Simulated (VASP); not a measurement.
Write the native input for VASP 6.6.1 that does the following.

* Task: single point
* Functional: PBE
* Potentials or basis: VASP PAW PBE potentials, release 64 (Sn_d, Al)
* Cutoff: 520 eV
* k mesh: 7 × 7 × 8
* Occupations: gaussian, width 0.014 eV
* Spin: no spin polarisation
* Dipole correction: no
* Further INCAR settings: ALGO = Normal; EDIFF = 1e-07; NBANDS = 16

The structure of AlSn lies in POSCAR:

```
AlSn
1.0
    4.1981056157      0.0000000000      0.0000000000
   -2.0990528078      3.6356661109      0.0000000000
    0.0000000000      0.0000000000      3.3068470000
Sn Al
1 1
Direct
    0.3333333333      0.6666666667      0.5000000000
    0.0000000000      0.0000000000      0.0000000000
```

One way to write it, as run:

INCAR

```
SYSTEM = AlSn
PREC = Accurate
ENCUT = 520
EDIFF = 1E-7
ISMEAR = 0
SIGMA = 0.014
LREAL = .FALSE.
LASPH = .TRUE.
NELM = 100
ALGO = Normal
ISIF = 2
LWAVE = .FALSE.
LCHARG = .TRUE.
GGA = PE
LELF = .TRUE.
LVHAR = .TRUE.
NBANDS = 16
```

KPOINTS

```
regular mesh
0
G
  7 7 8
  0 0 0
```

Potentials or basis: VASP PAW PBE potentials, release 64 (Sn_d, Al).

Launch:

```sh
$ cat potpaw_PBE.64/Sn_d/POTCAR potpaw_PBE.64/Al/POTCAR > POTCAR
$ mpirun -np 1 vasp_std > vasp.out
```

Results of the run:

| Quantity | Value |
| --- | --- |
| Pressure | 0.2 GPa |
| Band gap on the k mesh | zero (an odd number of electrons rules out a gap without spin polarisation) |

Caveat: spin-orbit coupling is left out, which moves the levels of the heavy elements.

Run time: 39 s on 1 thread of Intel Xeon 8259CL (shared host), peak memory 0.19 GiB.
